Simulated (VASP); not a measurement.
# MoS2 (P-3m1) in VASP: notebook

The runs below take MoS2 through single point, with PBEsol.

Everything below comes from runs of VASP 6.6.1. Logs are shortened: lines on timing, memory, paths and dates and some standing lists are left out, and cuts for length are marked.

### Step 1. The cell of the first run

The structure is trigonal, space group P-3m1 (No. 164). The conventional cell has a = 3.141 Å, b = 3.141 Å, c = 13.579 Å, α = 90.00°, β = 90.00°, γ = 120.00°. Within 3.2 Å of Mo (site symmetry 3m) lie 6 S at 2.39 Å and 6 Mo at 3.14 Å. S (site symmetry 3m) has 3 Mo at 2.39 Å and 7 S at 3.12 to 3.14 Å within 3.2 Å. S (site symmetry 3m) has 3 Mo at 2.39 Å and 7 S at 3.12 to 3.14 Å within 3.2 Å.

### Step 2. Single point, PBEsol

Input file INCAR:

```
PREC = Accurate
ENCUT = 520
EDIFF = 1E-7
ISMEAR = 0
SIGMA = 0.05
LREAL = False
LASPH = True
NELM = 80
ALGO = Normal
ISIF = 2
LWAVE = False
LCHARG = False
GGA = PS
NBANDS = 35
```

Input file KPOINTS:

```
regular mesh
0
Gamma
  10 10 2
```

Input file POSCAR:

```
MoS2
1.0
   -3.1414322132      0.0000000000      0.0000000000
   -1.5707161066     -2.7205601009      0.0000000000
    0.0000000000      0.0000000000     13.5788195080
Mo S
2 4
Direct
    0.3333333333      0.3333333333      0.2315889739
    0.6666666667      0.6666666667      0.6947669218
    0.3333333333      0.3333333333      0.5799486676
    0.6666666667      0.6666666667      0.1167707197
    0.3333333333      0.3333333333      0.8095851760
    0.6666666667      0.6666666667      0.3464072281
```

Potentials or basis: VASP PAW PBE potentials, release 64 (Mo_sv, S).

Launch:

```
> cat potpaw_PBE.64/Mo_sv/POTCAR potpaw_PBE.64/S/POTCAR > POTCAR
> mpirun -np 1 vasp_std > vasp.out
```

OUTCAR:

```text
PREC = Accurate
   ENCUT = 520
   EDIFF = 1E-7
   ISMEAR = 0
   LREAL = False
   LASPH = True
   NELM = 80
   ISIF = 2
   GGA = PS

 ion  position               nearest neighbor table
   1  0.333  0.333  0.232-   6 2.39   4 2.39   6 2.39   4 2.39   6 2.39   4 2.39
   2  0.667  0.667  0.695-   5 2.39   3 2.39   5 2.39   3 2.39   5 2.39   3 2.39
   3  0.333  0.333  0.580-   2 2.39   2 2.39   2 2.39
   4  0.667  0.667  0.117-   1 2.39   1 2.39   1 2.39
   5  0.333  0.333  0.810-   2 2.39   2 2.39   2 2.39
   6  0.667  0.667  0.346-   1 2.39   1 2.39   1 2.39

  LATTYP: Found a hexagonal cell.
 ALAT       =     3.1414322132
 C/A-ratio  =     4.3224932408

  Lattice vectors:

 A1 = (   1.5707161066,   2.7205601009,   0.0000000000)
 A2 = (  -3.1414322132,   0.0000000000,   0.0000000000)
 A3 = (   0.0000000000,   0.0000000000,  13.5788195080)

Analysis of symmetry for initial positions (statically):
=====================================================================
 Subroutine PRICEL returns:
 Original cell was already a primitive cell.

 Routine SETGRP: Setting up the symmetry group for a
 hexagonal supercell.

 Subroutine GETGRP returns: Found 12 space group operations
 (whereof  6 operations were pure point group operations)
 out of a pool of 24 trial point group operations.

The static configuration has the point symmetry C_3v.
 The point group associated with its full space group is D_3d.

Analysis of symmetry for dynamics (positions and initial velocities):
=====================================================================
 Subroutine PRICEL returns:
 Original cell was already a primitive cell.

 Routine SETGRP: Setting up the symmetry group for a
 hexagonal supercell.

 Subroutine GETGRP returns: Found 12 space group operations
 (whereof  6 operations were pure point group operations)
 out of a pool of 24 trial point group operations.

The dynamic configuration has the point symmetry C_3v.
 The point group associated with its full space group is D_3d.

 Subroutine INISYM returns: Found 12 space group operations
 (whereof  6 operations are pure point group operations),
 and found     1 'primitive' translations

----------------------------------------------------------------------------------------

                                     Primitive cell

  volume of cell :     116.0508

  direct lattice vectors                    reciprocal lattice vectors
    -3.141432213  0.000000000  0.000000000    -0.318326143  0.183785684  0.000000000
    -1.570716107 -2.720560101  0.000000000     0.000000000 -0.367571369  0.000000000
     0.000000000  0.000000000 13.578819508     0.000000000  0.000000000  0.073644104

  length of vectors
     3.141432213  3.141432213 13.578819508     0.367571369  0.367571369  0.073644104

  position of ions in fractional coordinates (direct lattice)
     0.333333333  0.333333333  0.231588974
     0.666666667  0.666666667  0.694766922
     0.333333333  0.333333333  0.579948668
     0.666666667  0.666666667  0.116770720
     0.333333333  0.333333333  0.809585176
     0.666666667  0.666666667  0.346407228

  ion indices of the primitive-cell ions
   primitive index   ion index
                 1           1
                 2           2
                 3           3
                 4           4
                 5           5
                 6           6

----------------------------------------------------------------------------------------

 KPOINTS: regular mesh

Automatic generation of k-mesh.
 Grid dimensions read from file:
 generate k-points for:   10   10    2

 Generating k-lattice:

  Cartesian coordinates                     Fractional coordinates (reciprocal lattice)
    -0.031832614  0.018378568  0.000000000     0.100000000 -0.000000000  0.000000000
     0.000000000 -0.036757137  0.000000000     0.000000000  0.100000000  0.000000000
     0.000000000  0.000000000  0.036822052     0.000000000  0.000000000  0.500000000

  Length of vectors
     0.036757137  0.036757137  0.036822052

  Shift w.r.t. Gamma in fractional coordinates (k-lattice)
     0.000000000  0.000000000  0.000000000

 Subroutine IBZKPT returns following result:
 ===========================================

 Found     28 irreducible k-points:

 Following reciprocal coordinates:
            Coordinates               Weight
  0.000000  0.000000  0.000000      1.000000
  0.100000  0.000000  0.000000      6.000000
  0.200000  0.000000  0.000000      6.000000
  0.300000  0.000000  0.000000      6.000000
  0.400000  0.000000  0.000000      6.000000
  0.500000  0.000000  0.000000      3.000000
[... 16 lines left out ...]
  0.400000  0.100000  0.500000     12.000000
  0.500000  0.100000  0.500000     12.000000
 [... further k-points ...]
   k-points           NKPTS =     28   k-points in BZ     NKDIM =     28   number of bands    NBANDS=     35
   number of dos      NEDOS =    301   number of ions     NIONS =      6
   total plane-waves  NPLWV =  62208
   dimension x,y,z NGX =    24 NGY =   24 NGZ =  108
   dimension x,y,z NGXF=    48 NGYF=   48 NGZF=  216
   ions per type =               2   4
   NGX,Y,Z   is equivalent  to a cutoff of  12.70, 12.70, 13.22 a.u.
   NGXF,Y,Z  is equivalent  to a cutoff of  25.40, 25.40, 26.44 a.u.
 SYSTEM =  unknown system
   PREC   = accura    normal or accurate (medium, high low for compatibility)
   ISTART =      0    job   : 0-new  1-cont  2-samecut
   ICHARG =      2    charge: 1-file 2-atom 10-const
   ISPIN  =      1    spin polarized calculation?
   LNONCOLLINEAR =      F non collinear calculations
   LSORBIT =      F    spin-orbit coupling
   LASPH  =      T    aspherical Exc in radial PAW
   ENCUT  =  520.0 eV  38.22 Ry    6.18 a.u.   5.84  5.84 25.25*2*pi/ulx,y,z
   NELM   =     80;   NELMIN=  2; NELMDL= -5     # of ELM steps
   EDIFF  = 0.1E-06   stopping-criterion for ELM
   LREAL  =      F    real-space projection
   EDIFFG = 0.1E-05   stopping-criterion for IOM
   NSW    =      0    number of steps for IOM
   IBRION =     -1    ionic relax: 0-MD 1-quasi-New 2-CG
   NFREE  =      0    steps in history (QN), initial steepest desc. (CG)
   ISIF   =      2    stress and relaxation
   ISYM   =      2    0-nonsym 1-usesym 2-fastsym
   POTIM  = 0.5000    time-step for ionic-motion
   TEBEG  =    0.0;   TEEND  =   0.0 temperature during run
   PSTRESS=    0.0 pullay stress
   NELECT =      52.0000    total number of electrons
   NUPDOWN=      -1.0000    fix difference up-down
   EMIN   =  10.00;   EMAX   =-10.00  energy-range for DOS
   EFERMI =   0.00;   METHOD = LEGACY
   ISMEAR =     0;   SIGMA  =   0.05  broadening in eV -4-tet -1-fermi 0-gaus
   EFERMI_NEDOS =   21; number of points for ismear=-14 and -15
   IALGO  =     38    algorithm
   IMIX   =      4    mixing-type and parameters
     AMIX     =   0.40;   BMIX     =  1.00
     AMIX_MAG =   1.60;   BMIX_MAG =  1.00
  volume/ion in A,a.u.               =      19.34       130.52
  Fermi-wavevector in a.u.,A,eV,Ry     =   1.252737  2.367330 21.352306  1.569350
  Thomas-Fermi vector in A             =   2.386623
   LORBIT       =      0    0 simple, 1 ext, 2 COOP (PROOUT), +10 PAW based schemes
   GGA     = PS    functional components
   LHFCALC =     F    Hartree Fock is set to
   AEXX    =    0.0000 exact exchange contribution
   IVDW    =     0    specifies the selected vdW correction
   LEPSILON=     F    determine dielectric tensor
   LRPA    =     F    only Hartree local field effects (RPA)
 non-spin polarized calculation
 Gauss-broadening in eV      SIGMA  =   0.05
  energy-cutoff  :      520.00
  volume of cell :      116.05
 maximum number of plane-waves:      3146
   NGX = 11   NGY = 11   NGZ = 51

 number of electron      52.0000000 magnetization

 Free energy of the ion-electron system (eV)
  ---------------------------------------------------
  ext. energy  EPLUGINS =         0.00000000
  ---------------------------------------------------
  free energy    TOTEN  =       -46.88679825 eV

  energy without entropy =      -46.88679825  energy(sigma->0) =      -46.88679825

 E-fermi :   6.4265     XC(G=0): -10.3223

 val. band max:        6.1757829121   @ k =   0.0000   0.0000   0.0000
 cond. band min:       7.4913847861   @ k =   0.4000   0.2000   0.0000
 fundamental gap:      1.3156018739
 Fermi energy:         6.4264523906

 k-point     1 :       0.0000    0.0000    0.0000
  band No.  band energies     occupation
      1     -54.9502      2.00000
      2     -54.9502      2.00000
      3     -29.1615      2.00000
      4     -29.1614      2.00000
      5     -28.8987      2.00000
      6     -28.8987      2.00000
[... 27 lines left out ...]
     34       8.9474      0.00000
     35      11.9014      0.00000

 k-point     2 :       0.1000    0.0000    0.0000
  band No.  band energies     occupation
      1     -54.9459      2.00000
      2     -54.9459      2.00000
      3     -29.1531      2.00000
      4     -29.1531      2.00000
      5     -28.9411      2.00000
      6     -28.9411      2.00000
[... 27 lines left out ...]
     34       8.9236      0.00000
     35      12.4755      0.00000

 k-point     3 :       0.2000    0.0000    0.0000
  band No.  band energies     occupation
      1     -54.9346      2.00000
      2     -54.9346      2.00000
      3     -29.1311      2.00000
      4     -29.1311      2.00000
      5     -29.0509      2.00000
      6     -29.0509      2.00000
[... 27 lines left out ...]
     34       9.4851      0.00000
     35      13.0267      0.00000

 k-point     4 :       0.3000    0.0000    0.0000
  band No.  band energies     occupation
      1     -54.9206      2.00000
      2     -54.9206      2.00000
      3     -29.1841      2.00000
      4     -29.1841      2.00000
      5     -29.1038      2.00000
      6     -29.1038      2.00000
[... 27 lines left out ...]
     34       9.9714      0.00000
     35      13.2087      0.00000

 k-point     5 :       0.4000    0.0000    0.0000
  band No.  band energies     occupation
      1     -54.9093      2.00000
      2     -54.9093      2.00000
      3     -29.2899      2.00000
      4     -29.2899      2.00000
      5     -29.0816      2.00000
      6     -29.0816      2.00000
[... 638 lines left out ...]
 k-point    22 :       0.3000    0.1000    0.5000
  band No.  band energies     occupation
      1     -54.9255      2.00000
      2     -54.9255      2.00000
      3     -29.1281      2.00000
      4     -29.1281      2.00000
      5     -29.1133      2.00000
      6     -29.1132      2.00000
[... 27 lines left out ...]
     34       9.9958      0.00000
     35      13.3774      0.00000

 k-point    23 :       0.4000    0.1000    0.5000
  band No.  band energies     occupation
      1     -54.9128      2.00000
      2     -54.9128      2.00000
      3     -29.2397      2.00000
      4     -29.2397      2.00000
      5     -29.0885      2.00000
      6     -29.0885      2.00000
[... 27 lines left out ...]
     34      10.2862      0.00000
     35      13.3866      0.00000

 k-point    24 :       0.5000    0.1000    0.5000
  band No.  band energies     occupation
      1     -54.9049      2.00000
      2     -54.9049      2.00000
      3     -29.3078      2.00000
      4     -29.3078      2.00000
      5     -29.0731      2.00000
      6     -29.0731      2.00000
[... 27 lines left out ...]
     34      10.1775      0.00000
     35      12.2910      0.00000

 [... further k-points ...]
[... 5 lines left out ...]
  --------------------------------------------------------------------------------------
  -------------------------------------------------------------------------------------
  Total       -0.0487259     -0.0487259     -0.1516120      0.0000000      0.0000000     -0.0000000
  in kB       -0.6727017     -0.6727017     -2.0931298      0.0000000      0.0000000     -0.0000000
  external PRESSURE =      -1.1461777 kB  Pullay stress =       0.0000000 kB

 VOLUME and BASIS-vectors are now :
 -----------------------------------------------------------------------------
  energy-cutoff  :      520.00
  volume of cell :      116.05
      direct lattice vectors                 reciprocal lattice vectors
    -3.141432213  0.000000000  0.000000000    -0.318326143  0.183785684  0.000000000
    -1.570716107 -2.720560101  0.000000000     0.000000000 -0.367571369  0.000000000
     0.000000000  0.000000000 13.578819508     0.000000000  0.000000000  0.073644104

 POSITION                                       TOTAL-FORCE (eV/Angst)
 -----------------------------------------------------------------------------------
     -1.57072     -0.90685      3.14470        -0.000000     -0.000000     -0.022681
     -3.14143     -1.81371      9.43411         0.000000     -0.000000      0.022681
     -1.57072     -0.90685      7.87502         0.000000     -0.000000     -0.001786
     -3.14143     -1.81371      1.58561        -0.000000      0.000000      0.006968
     -1.57072     -0.90685     10.99321         0.000000     -0.000000     -0.006968
     -3.14143     -1.81371      4.70380        -0.000000      0.000000      0.001786
 -----------------------------------------------------------------------------------
    total drift:                                0.000000      0.000000     -0.000002

  FREE ENERGIE OF THE ION-ELECTRON SYSTEM (eV)
  ---------------------------------------------------
  free  energy   TOTEN  =       -46.8867982543 eV

  energy  without entropy=      -46.8867982543  energy(sigma->0) =      -46.88679825
```

Run time: 59 s. Hardware: 1 thread of Intel Xeon Platinum 8559C (Emerald Rapids), shared host; peak memory 0.27 GiB.

What came out:

| Quantity | Value |
| --- | --- |
| Free energy | -46.8868 eV |
| Pressure | -0.1 GPa |
| Largest force | 0.023 eV/Å |
| Band gap on the k mesh | 1.32 eV, indirect (least direct gap 2.01 eV) |

Forces on the atoms (eV/Å):
```
Mo   0.000  0.000 -0.023
Mo   0.000  0.000  0.023
S    0.000  0.000 -0.002
S    0.000  0.000  0.007
S    0.000  0.000 -0.007
S    0.000  0.000  0.002
```

Stress tensor (GPa, compression positive):
```
-0.07  0.00  0.00
 0.00 -0.07  0.00
 0.00  0.00 -0.21
```

Caveat: the PAW data sets were made with another functional, which shifts forces and pressure a little; this functional lacks dispersion, which binds the layers, so the pressure and a relaxed spacing across them are unreliable. A k mesh can miss the band edges.

### Step 3. Single point, PBEsol

This run uses another cell than the first one, of 20.05 Å³/atom, 1.037 times its volume.

Input file INCAR:

```
SYSTEM = MoS2
PREC = Accurate ; ENCUT = 520
EDIFF = 1E-7 ; ISMEAR = 0
SIGMA = 0.05 ; LREAL = .False.
LASPH = .True. ; NELM = 100
ALGO = Normal ; ISIF = 2
LWAVE = .False. ; LCHARG = .False.
GGA = PS ; NBANDS = 35
```

Input file KPOINTS:

```
regular mesh
0
Gamma
  10 10 2
  0 0 0
```

Input file POSCAR:

```
MoS2
1.0
   -3.1414322132      0.0000000000      0.0000000000
   -1.5707161066     -2.7205601009      0.0000000000
    0.0000000000      0.0000000000     14.0788195080
Mo S
2 4
Direct
    0.3333333333      0.3333333333      0.2233642441
    0.6666666667      0.6666666667      0.6700927323
    0.3333333333      0.3333333333      0.5593521727
    0.6666666667      0.6666666667      0.1126236845
    0.3333333333      0.3333333333      0.7808332918
    0.6666666667      0.6666666667      0.3341048036
```

Potentials or basis: VASP PAW PBE potentials, release 64 (Mo_sv, S).

Launch:

```
> cat potpaw_PBE.64/Mo_sv/POTCAR potpaw_PBE.64/S/POTCAR > POTCAR
> mpirun -np 1 vasp_std > vasp.out
```

Run time: 64 s. Hardware: 1 thread of Intel Xeon Platinum 8559C (Emerald Rapids), shared host; peak memory 0.28 GiB.

It converged, with:

```
Free energy            : -46.8825 eV
Pressure               : -0.1 GPa
Largest force          : 0.023 eV/Å
Band gap on the k mesh : 1.37 eV, indirect (least direct gap 2.01 eV)
```

Forces on the atoms (eV/Å):
```
Mo   0.000  0.000 -0.023
Mo   0.000  0.000  0.023
S    0.000  0.000 -0.002
S    0.000  0.000  0.015
S    0.000  0.000 -0.015
S    0.000  0.000  0.002
```

Stress tensor (GPa, compression positive):
```
-0.07  0.00  0.00
 0.00 -0.07  0.00
 0.00  0.00 -0.17
```

Levels at points of the mesh, in eV from the valence-band top:
| k point | band 23 | band 24 | band 25 | band 26 | band 27 | band 28 | band 29 | band 30 |
| --- | --- | --- | --- | --- | --- | --- | --- | --- |
| (0.00, 0.00, 0.00) | -1.85 | -1.67 | -0.75 | 0.00 | 2.48 | 2.48 | 2.50 | 2.50 |
| (0.50, 0.00, 0.00) | -1.33 | -1.25 | -1.09 | -1.05 | 2.00 | 2.02 | 2.44 | 2.59 |
| (0.00, 0.00, 0.50) | -1.85 | -1.85 | -0.56 | -0.07 | 2.48 | 2.48 | 2.50 | 2.50 |
| (0.50, 0.00, 0.50) | -1.32 | -1.25 | -1.09 | -1.05 | 2.00 | 2.02 | 2.46 | 2.57 |

Caveat: the PAW data sets were made with another functional, which shifts forces and pressure a little; this functional lacks dispersion, which binds the layers, so the pressure and a relaxed spacing across them are unreliable. A hybrid or GW would open this gap; PBEsol tends to underestimate it.

### Step 4. Single point, PBEsol

This run uses another cell than the first one, of 20.77 Å³/atom, 1.074 times its volume.

Input file INCAR:

```
SYSTEM = MoS2
PREC = Accurate
ENCUT = 520
EDIFF = 1E-6
ISMEAR = 0
SIGMA = 0.05
LREAL = .FALSE.
LASPH = .TRUE.
NELM = 60
ALGO = Normal
ISIF = 2
LWAVE = .FALSE.
LCHARG = .TRUE.
GGA = PS
LELF = .TRUE.
LVHAR = .TRUE.
NBANDS = 35
```

Input file KPOINTS:

```
Automatic mesh
0
G
  10 10 2
  0 0 0
```

Input file POSCAR:

```
MoS2
1.0
   -3.1414322132      0.0000000000      0.0000000000
   -1.5707161066     -2.7205601009      0.0000000000
    0.0000000000      0.0000000000     14.5788195080
Mo S
2 4
Direct
    0.3333333333      0.3333333333      0.2157036703
    0.6666666667      0.6666666667      0.6471110110
    0.3333333333      0.3333333333      0.5401684462
    0.6666666667      0.6666666667      0.1087611055
    0.3333333333      0.3333333333      0.7540535758
    0.6666666667      0.6666666667      0.3226462352
```

Launch:

```
> cat potpaw_PBE.64/Mo_sv/POTCAR potpaw_PBE.64/S/POTCAR > POTCAR
> mpirun -np 1 vasp_std > vasp.out
```

It took 68 s on 1 thread of Intel Xeon Platinum 8559C (Emerald Rapids), shared host; peak memory 0.28 GiB.

The run converged. Its results:

```
Free energy            : -46.8807 eV
Pressure               : -0.1 GPa
Largest force          : 0.023 eV/Å
Band gap on the k mesh : 1.41 eV, indirect (least direct gap 2.02 eV)
```

Forces in eV/Å, atoms in the order of the input:
```
Mo   0.000  0.000 -0.023
Mo   0.000  0.000  0.023
S    0.000  0.000 -0.002
S    0.000  0.000  0.018
S    0.000  0.000 -0.018
S    0.000  0.000  0.002
```

Levels at points of the mesh, in eV from the valence-band top:
| k point | band 24 | band 25 | band 26 | band 27 | band 28 | band 29 |
| --- | --- | --- | --- | --- | --- | --- |
| (0.00, 0.00, 0.00) | -1.71 | -0.70 | 0.00 | 2.50 | 2.50 | 2.51 |
| (0.50, 0.00, 0.00) | -1.23 | -1.07 | -1.04 | 2.01 | 2.03 | 2.46 |
| (0.00, 0.00, 0.50) | -1.84 | -0.59 | -0.04 | 2.50 | 2.50 | 2.51 |
| (0.50, 0.00, 0.50) | -1.24 | -1.08 | -1.04 | 2.01 | 2.03 | 2.47 |

Caveat: the PAW data sets were made with another functional, which shifts forces and pressure a little; this functional lacks dispersion, which binds the layers, so the pressure and a relaxed spacing across them are unreliable. A k mesh can miss the band edges.

### Step 5. Overview

| cell | gap on the mesh (eV) | pressure (GPa) | largest force (eV/Å) |
| --- | --- | --- | --- |
| a = 3.141, b = 3.141, c = 13.579 Å, angles 90.0, 90.0, 60.0°, 6 atoms | 1.32 | -0.1 | 0.02 |
| a = 3.141, b = 3.141, c = 14.079 Å, angles 90.0, 90.0, 60.0°, 6 atoms | 1.37 | -0.1 | 0.02 |
| a = 3.141, b = 3.141, c = 14.579 Å, angles 90.0, 90.0, 60.0°, 6 atoms | 1.41 | -0.1 | 0.02 |

Alike in all rows: task single point; level PBEsol; potentials or basis VASP PAW PBE potentials, release 64 (Mo_sv, S); no spin polarisation; k mesh 10 × 10 × 2; cutoff (eV) 520; smearing gaussian 0.05 eV.

Caveats: the PAW data sets were made with another functional, which shifts forces and pressure a little; this functional lacks dispersion, which binds the layers, so the pressure and a relaxed spacing across them are unreliable.

Absolute energies hang on the potentials; compare differences alone.
